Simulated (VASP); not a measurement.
Input of a VASP 6.6.1 run:

File INCAR:

```
ALGO = Normal
EDIFF = 1E-6
ENCUT = 520
GGA = PE
ISIF = 2
ISMEAR = 0
LASPH = True
LCHARG = False
LREAL = False
LWAVE = False
NBANDS = 14
NELM = 100
PREC = Accurate
SIGMA = 0.05
```

File KPOINTS:

```
k-points
0
Gamma
  12 12 12
```

File POSCAR:

```
AsPt
1.0
    0.0000000000      2.7749295263      2.7749295263
    2.7749295263      0.0000000000      2.7749295263
    2.7749295263      2.7749295263      0.0000000000
Pt As
1 1
Direct
    0.0000000000      0.0000000000      0.0000000000
    0.2500000000      0.2500000000      0.2500000000
```

Potentials or basis: VASP PAW PBE potentials, release 64 (Pt, As).

Run with:

```sh
$ cat potpaw_PBE.64/Pt/POTCAR potpaw_PBE.64/As/POTCAR > POTCAR
$ mpirun -np 1 vasp_std > vasp.out
```

**Question.** Estimate the pressure.

**Answer.** 4.9 GPa.
